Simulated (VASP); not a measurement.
Write the native input for VASP 6.6.1 that does the following.

```
Task                   : single point
Functional             : PBE
Potentials or basis    : VASP PAW PBE potentials, release 64 (Al, N)
Cutoff                 : 520 eV
k mesh                 : 2 × 2 × 2, shifted
Occupations            : fermi-dirac, width 0.1551 eV
Spin                   : no spin polarisation
Dipole correction      : no
Further INCAR settings : LREAL = Auto; ALGO = Normal; EDIFF = 1e-07; NBANDS = 46
```

The structure of AlN lies in POSCAR:

```
AlN
1.0
    1.5860088422      2.7470478959     -5.0756326300
    1.5860088422      2.7470478959      5.0756326300
    3.1720176843     -5.4940957918      0.0000000000
Al N
8 8
Direct
    0.1646221262      0.1697984268      0.2966761663
    0.1423462138      0.1788821519      0.7820123399
    0.6950707422      0.6990194125      0.2544697943
    0.7269337485      0.7294727423      0.8091768973
    0.0931194023      0.5854314316      0.6271611874
    0.0945626093      0.5504259802      0.1415538747
    0.6058779310      0.0674065326      0.6181617136
    0.5536064503      0.0789755667      0.1220858034
    0.9373266015      0.2878865729      0.2932959915
    0.9989611561      0.4046441084      0.8248590960
    0.5002182076      0.8843161402      0.3141086782
    0.5033032853      0.8738129610      0.7991681349
    0.8909708362      0.7885311922      0.6101567283
    0.9120610260      0.7777008290      0.1055907596
    0.4179850560      0.2642146678      0.6524535523
    0.3500131924      0.2827007951      0.1112389830
```

This cell differs from its parent crystal: dynamics (nvt langevin) at 1800 K, volume x 1.06, from the last frame before.

The input as run:

INCAR

```
SYSTEM = AlN
ALGO     = Normal         ! electronic algorithm
EDIFF    = 1E-7           ! SCF threshold, eV
ENCUT    = 520            ! plane-wave cutoff, eV
GGA      = PE             ! functional
ISIF     = 2              ! what is computed and relaxed
ISMEAR   = -1             ! smearing method
LASPH    = .True.         ! aspherical terms in the spheres
LCHARG   = .False.        ! write CHGCAR
LREAL    = Auto         
LWAVE    = .False.        ! write WAVECAR
NBANDS   = 46             ! bands
NELM     = 80             ! most SCF steps
PREC     = Accurate       ! precision mode
SIGMA    = 0.1551         ! smearing width, eV
```

KPOINTS

```
Automatic mesh
0
Gamma
  2 2 2
  0.5 0.5 0.5
```

Potentials or basis: VASP PAW PBE potentials, release 64 (Al, N).

Run with:

```sh
$ cat potpaw_PBE.64/Al/POTCAR potpaw_PBE.64/N/POTCAR > POTCAR
$ mpirun -np 1 vasp_std > vasp.out
```

Results of the run:

```json
{
  "Pressure": "-2.6 GPa",
  "Largest force": "5.113 eV/Å",
  "Band gap on the k mesh": "3.45 eV, indirect (least direct gap 3.53 eV)"
}
```

Caveat: the k points lie up to 0.65 Å⁻¹ apart; forces of over 1 eV/Å act on the atoms, so gaps and moduli don't describe the material at rest.

Run time: 37 s on 1 thread of Intel(R) Xeon(R) 6975P-C (Granite Rapids), with other jobs on the host, peak memory 0.3 GiB.
